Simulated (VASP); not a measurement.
# Ag (P6_3/mmc) in VASP: further runs

Runs on Ag. Level: PBE. Tasks: single point, relaxation of cell and atoms.

Program: VASP 6.6.1. These are calculated values, not measurements. Logs are shortened: lines on timing, memory, paths and dates and some standing lists are left out, and cuts for length are marked.

## Step 1: The cell of the first run

Symmetry: P6_3/mmc, No. 194, hexagonal system. The conventional cell has a = 2.773 Å, b = 2.773 Å, c = 4.534 Å, α = 90.00°, β = 90.00°, γ = 120.00°. Ag (site symmetry -6m2) has 12 Ag at 2.77 to 2.78 Å within 3.7 Å.

This isn't the form of Ag at room conditions, which is fcc.

## Step 2: Single point, PBE

Contents of INCAR:

```
SYSTEM = Ag
ALGO = Normal ; EDIFF = 1E-7
ENCUT = 520 ; GGA = PE
ISIF = 2 ; ISMEAR = 0
LASPH = .True. ; LCHARG = .False.
LREAL = .False. ; LWAVE = .False.
NBANDS = 18 ; NELM = 100
PREC = Accurate ; SIGMA = 0.1
```

Contents of KPOINTS:

```
k-points
0
Gamma
  18 18 10
  0 0 0
```

Contents of POSCAR:

```
Ag
1.0
    2.7729022639      0.0000000000      0.0000000000
   -1.3864511320      2.4014038028      0.0000000000
    0.0000000000      0.0000000000      4.5335592015
Ag
2
Direct
    0.3333333333      0.6666666667      0.2500000000
    0.6666666667      0.3333333333      0.7500000000
```

Potentials or basis: VASP PAW PBE potentials, release 64 (Ag).

Command:

```sh
$ cat potpaw_PBE.64/Ag/POTCAR > POTCAR
$ mpirun -np 1 vasp_std > vasp.out
```

OUTCAR:

```text
SYSTEM = Ag
   EDIFF = 1E-7
   ENCUT = 520
   GGA = PE
   ISIF = 2
   ISMEAR = 0
   LASPH = .True.
   LREAL = .False.
   NELM = 100
   PREC = Accurate

 ion  position               nearest neighbor table
   1  0.333  0.667  0.250-   2 2.78   2 2.78   2 2.78   2 2.78   2 2.78   2 2.78
   2  0.667  0.333  0.750-   1 2.78   1 2.78   1 2.78   1 2.78   1 2.78   1 2.78

  LATTYP: Found a hexagonal cell.
 ALAT       =     2.7729022639
 C/A-ratio  =     1.6349509539

  Lattice vectors:

 A1 = (   2.7729022639,   0.0000000000,   0.0000000000)
 A2 = (  -1.3864511320,   2.4014038028,   0.0000000000)
 A3 = (   0.0000000000,   0.0000000000,   4.5335592015)

Analysis of symmetry for initial positions (statically):
=====================================================================
 Subroutine PRICEL returns:
 Original cell was already a primitive cell.

 Routine SETGRP: Setting up the symmetry group for a
 hexagonal supercell.

 Subroutine GETGRP returns: Found 24 space group operations
 (whereof 12 operations were pure point group operations)
 out of a pool of 24 trial point group operations.

The static configuration has the point symmetry D_3d.
 The point group associated with its full space group is D_6h.

Analysis of symmetry for dynamics (positions and initial velocities):
=====================================================================
 Subroutine PRICEL returns:
 Original cell was already a primitive cell.

 Routine SETGRP: Setting up the symmetry group for a
 hexagonal supercell.

 Subroutine GETGRP returns: Found 24 space group operations
 (whereof 12 operations were pure point group operations)
 out of a pool of 24 trial point group operations.

The dynamic configuration has the point symmetry D_3d.
 The point group associated with its full space group is D_6h.

 Subroutine INISYM returns: Found 24 space group operations
 (whereof 12 operations are pure point group operations),
 and found     1 'primitive' translations

----------------------------------------------------------------------------------------

                                     Primitive cell

  volume of cell :      30.1883

  direct lattice vectors                    reciprocal lattice vectors
     2.772902264  0.000000000  0.000000000     0.360632978  0.208211547  0.000000000
    -1.386451132  2.401403803  0.000000000     0.000000000  0.416423093  0.000000000
     0.000000000  0.000000000  4.533559202     0.000000000  0.000000000  0.220577245

  length of vectors
     2.772902264  2.772902264  4.533559202     0.416423093  0.416423093  0.220577245

  position of ions in fractional coordinates (direct lattice)
     0.333333333  0.666666667  0.250000000
     0.666666667  0.333333333  0.750000000

  ion indices of the primitive-cell ions
   primitive index   ion index
                 1           1
                 2           2

----------------------------------------------------------------------------------------

 KPOINTS: k-points

Automatic generation of k-mesh.
 Grid dimensions read from file:
 generate k-points for:   18   18   10

 Generating k-lattice:

  Cartesian coordinates                     Fractional coordinates (reciprocal lattice)
     0.020035165  0.011567308  0.000000000     0.055555556  0.000000000  0.000000000
     0.000000000  0.023134616  0.000000000     0.000000000  0.055555556  0.000000000
     0.000000000  0.000000000  0.022057725     0.000000000  0.000000000  0.100000000

  Length of vectors
     0.023134616  0.023134616  0.022057725

  Shift w.r.t. Gamma in fractional coordinates (k-lattice)
     0.000000000  0.000000000  0.000000000

 Subroutine IBZKPT returns following result:
 ===========================================

 Found    222 irreducible k-points:

 Following reciprocal coordinates:
            Coordinates               Weight
  0.000000  0.000000  0.000000      1.000000
  0.055556  0.000000  0.000000      6.000000
  0.111111  0.000000  0.000000      6.000000
  0.166667 -0.000000  0.000000      6.000000
  0.222222  0.000000  0.000000      6.000000
  0.277778  0.000000  0.000000      6.000000
[... 16 lines left out ...]
  0.333333  0.111111  0.000000     12.000000
  0.388889  0.111111  0.000000     12.000000
 [... further k-points ...]
   k-points           NKPTS =    222   k-points in BZ     NKDIM =    222   number of bands    NBANDS=     18
   number of dos      NEDOS =    301   number of ions     NIONS =      2
   total plane-waves  NPLWV =  20736
   dimension x,y,z NGX =    24 NGY =   24 NGZ =   36
   dimension x,y,z NGXF=    48 NGYF=   48 NGZF=   72
   ions per type =               2
   NGX,Y,Z   is equivalent  to a cutoff of  14.39, 14.39, 13.20 a.u.
   NGXF,Y,Z  is equivalent  to a cutoff of  28.78, 28.78, 26.40 a.u.
 SYSTEM =  Ag
   PREC   = accura    normal or accurate (medium, high low for compatibility)
   ISTART =      0    job   : 0-new  1-cont  2-samecut
   ICHARG =      2    charge: 1-file 2-atom 10-const
   ISPIN  =      1    spin polarized calculation?
   LNONCOLLINEAR =      F non collinear calculations
   LSORBIT =      F    spin-orbit coupling
   LASPH  =      T    aspherical Exc in radial PAW
   ENCUT  =  520.0 eV  38.22 Ry    6.18 a.u.   5.16  5.16  8.43*2*pi/ulx,y,z
   NELM   =    100;   NELMIN=  2; NELMDL= -5     # of ELM steps
   EDIFF  = 0.1E-06   stopping-criterion for ELM
   LREAL  =      F    real-space projection
   EDIFFG = 0.1E-05   stopping-criterion for IOM
   NSW    =      0    number of steps for IOM
   IBRION =     -1    ionic relax: 0-MD 1-quasi-New 2-CG
   NFREE  =      0    steps in history (QN), initial steepest desc. (CG)
   ISIF   =      2    stress and relaxation
   ISYM   =      2    0-nonsym 1-usesym 2-fastsym
   POTIM  = 0.5000    time-step for ionic-motion
   TEBEG  =    0.0;   TEEND  =   0.0 temperature during run
   PSTRESS=    0.0 pullay stress
   NELECT =      22.0000    total number of electrons
   NUPDOWN=      -1.0000    fix difference up-down
   EMIN   =  10.00;   EMAX   =-10.00  energy-range for DOS
   EFERMI =   0.00;   METHOD = LEGACY
   ISMEAR =     0;   SIGMA  =   0.10  broadening in eV -4-tet -1-fermi 0-gaus
   EFERMI_NEDOS =   21; number of points for ismear=-14 and -15
   IALGO  =     38    algorithm
   IMIX   =      4    mixing-type and parameters
     AMIX     =   0.40;   BMIX     =  1.00
     AMIX_MAG =   1.60;   BMIX_MAG =  1.00
  volume/ion in A,a.u.               =      15.09       101.86
  Fermi-wavevector in a.u.,A,eV,Ry     =   1.473226  2.783993 29.530015  2.170395
  Thomas-Fermi vector in A             =   2.588145
   LORBIT       =      0    0 simple, 1 ext, 2 COOP (PROOUT), +10 PAW based schemes
   GGA     = PE    functional components
   LHFCALC =     F    Hartree Fock is set to
   AEXX    =    0.0000 exact exchange contribution
   IVDW    =     0    specifies the selected vdW correction
   LEPSILON=     F    determine dielectric tensor
   LRPA    =     F    only Hartree local field effects (RPA)
 non-spin polarized calculation
 Gauss-broadening in eV      SIGMA  =   0.10
  energy-cutoff  :      520.00
  volume of cell :       30.19
 maximum number of plane-waves:       829
 NGX is ok and might be reduce to    24
   NGX = 11   NGY = 11   NGZ = 17

 number of electron      21.9999995 magnetization

 Free energy of the ion-electron system (eV)
  ---------------------------------------------------
  ext. energy  EPLUGINS =         0.00000000
  ---------------------------------------------------
  free energy    TOTEN  =        -5.07094326 eV

  energy without entropy =       -5.06632883  energy(sigma->0) =       -5.06863605

 E-fermi :  10.2337     XC(G=0): -12.9530

 val. band max:       10.2315748552   @ k =   0.5000   0.0000   0.3000
 cond. band min:      10.2337954518   @ k =   0.5000   0.0000   0.2000
 fundamental gap:      0.0022205966
 Fermi energy:        10.2337088744

 k-point     1 :       0.0000    0.0000    0.0000
  band No.  band energies     occupation
      1       1.5351      2.00000
      2       3.0073      2.00000
      3       4.9367      2.00000
      4       5.0540      2.00000
      5       5.0540      2.00000
      6       5.3532      2.00000
[... 10 lines left out ...]
     17      30.0558      0.00000
     18      30.0558      0.00000

 k-point     2 :       0.0556    0.0000    0.0000
  band No.  band energies     occupation
      1       1.6303      2.00000
      2       3.0669      2.00000
      3       4.8586      2.00000
      4       5.1097      2.00000
      5       5.1259      2.00000
      6       5.3297      2.00000
[... 10 lines left out ...]
     17      29.2892      0.00000
     18      29.7375      0.00000

 k-point     3 :       0.1111    0.0000    0.0000
  band No.  band energies     occupation
      1       1.9073      2.00000
      2       3.2295      2.00000
      3       4.7225      2.00000
      4       5.2099      2.00000
      5       5.2733      2.00000
      6       5.3231      2.00000
[... 10 lines left out ...]
     17      28.5848      0.00000
     18      29.9757      0.00000

 k-point     4 :       0.1667   -0.0000    0.0000
  band No.  band energies     occupation
      1       2.3339      2.00000
      2       3.4356      2.00000
      3       4.5973      2.00000
      4       5.1464      2.00000
      5       5.1861      2.00000
      6       5.5253      2.00000
[... 375 lines left out ...]
      4       4.8967      2.00000
      5       4.9701      2.00000
      6       5.3196      2.00000
[... 10 lines left out ...]
     17      25.2135      0.00000
     18      26.9179      0.00000

 k-point    23 :       0.3333    0.1111    0.0000
  band No.  band energies     occupation
      1       3.3990      2.00000
      2       3.6909      2.00000
      3       3.7161      2.00000
      4       4.9190      2.00000
      5       5.3090      2.00000
      6       5.4125      2.00000
[... 10 lines left out ...]
     17      23.3338      0.00000
     18      26.3629      0.00000

 k-point    24 :       0.3889    0.1111    0.0000
  band No.  band energies     occupation
      1       3.3015      2.00000
      2       3.5447      2.00000
      3       3.6955      2.00000
      4       4.8985      2.00000
      5       5.3132      2.00000
      6       5.5642      2.00000
[... 10 lines left out ...]
     17      22.1726      0.00000
     18      26.0270      0.00000

 [... further k-points ...]

------------------------ aborting loop because EDIFF is reached ----------------------------------------

  FORCE on cell =-STRESS in cart. coord.  units (eV):
  Direction    XX          YY          ZZ          XY          YZ          ZX
  --------------------------------------------------------------------------------------
  -------------------------------------------------------------------------------------
  Total        4.6331835      4.6331835      4.6281233     -0.0000000      0.0000000      0.0000000
  in kB      245.8957600    245.8957600    245.6271989     -0.0000000      0.0000000      0.0000000
  external PRESSURE =     245.8062396 kB  Pullay stress =       0.0000000 kB

 VOLUME and BASIS-vectors are now :
 -----------------------------------------------------------------------------
  energy-cutoff  :      520.00
  volume of cell :       30.19
      direct lattice vectors                 reciprocal lattice vectors
     2.772902264  0.000000000  0.000000000     0.360632978  0.208211547  0.000000000
    -1.386451132  2.401403803  0.000000000     0.000000000  0.416423093  0.000000000
     0.000000000  0.000000000  4.533559202     0.000000000  0.000000000  0.220577245

 POSITION                                       TOTAL-FORCE (eV/Angst)
 -----------------------------------------------------------------------------------
     -0.00000      1.60094      1.13339         0.000000     -0.000000     -0.000000
      1.38645      0.80047      3.40017        -0.000000      0.000000      0.000000
 -----------------------------------------------------------------------------------
    total drift:                               -0.000000      0.000000     -0.000000

  FREE ENERGIE OF THE ION-ELECTRON SYSTEM (eV)
  ---------------------------------------------------
  free  energy   TOTEN  =        -5.0709432626 eV

  energy  without entropy=       -5.0663288297  energy(sigma->0) =       -5.06863605
```

Run time: 50 s. Hardware: 1 thread of AMD EPYC 9R45 (Zen 5), shared host; peak memory 0.2 GiB.

Results:

```
Free energy            : -5.0709 eV
Pressure               : 24.6 GPa
Band gap on the k mesh : zero (bands 11 and 12 overlap by 8.06 eV)
```

Caveat: the cell stands under pressure.

[end of part 1 of 2]

The gap in the log of VASP goes by the Fermi energy; the results here count the filled bands.